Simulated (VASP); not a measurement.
A run of VASP 6.6.1 is set up as follows.

Contents of POSCAR:

```
CsCl
1.0
    4.0247076800      0.0000000000      0.0000000000
    0.0000000000      4.0247076800      0.0000000000
    0.0000000000      0.0000000000      4.0247076800
Cs Cl
1 1
Direct
    0.0000000000      0.0000000000      0.0000000000
    0.5000000000      0.5000000000      0.5000000000
```

The input INCAR.step1:

```
SYSTEM = CsCl
  PREC = Accurate
  ENCUT = 550
  ISMEAR = 0
  SIGMA = 0.02
  LREAL = .False.
  LASPH = .True.
  NELM = 120
  NBANDS = 15
  GGA = PE
  ALGO = Normal
  EDIFF = 1E-5
  LWAVE = .True.
  LCHARG = .False.
  GGA_COMPAT = .False.
```

The input INCAR.step2:

```
SYSTEM = CsCl
  PREC = Accurate
  ENCUT = 550
  EDIFF = 1E-6
  ISMEAR = 0
  SIGMA = 0.02
  LREAL = .False.
  LASPH = .True.
  NELM = 120
  ALGO = Normal
  ISIF = 2
  LWAVE = .False.
  LCHARG = .False.
  METAGGA = R2SCAN
  LMIXTAU = .True.
  NBANDS = 15
  ISTART = 1
  GGA_COMPAT = .False.
```

Contents of KPOINTS:

```
Automatic mesh
0
Gamma
  6 6 6
  0 0 0
```

Potentials or basis: VASP PAW PBE potentials, release 64 (Cs_sv, Cl).

Run with:

```console
$ cat potpaw_PBE.64/Cs_sv/POTCAR potpaw_PBE.64/Cl/POTCAR > POTCAR
$ cp INCAR.step1 INCAR
$ mpirun -np 1 vasp_std > vasp.out
$ cp INCAR.step2 INCAR
$ mpirun -np 1 vasp_std > vasp.out
```

Q: Estimate the band gap on the k mesh.

A: 5.81 eV.

Q: Predict the pressure.

A: 2.0 GPa.

Caveat: the cell differs from its parent crystal (strained); the PAW data sets were made with another functional, which shifts forces and pressure a little; spin-orbit coupling is left out, which moves the levels of the heavy elements. A k mesh can miss the band edges.
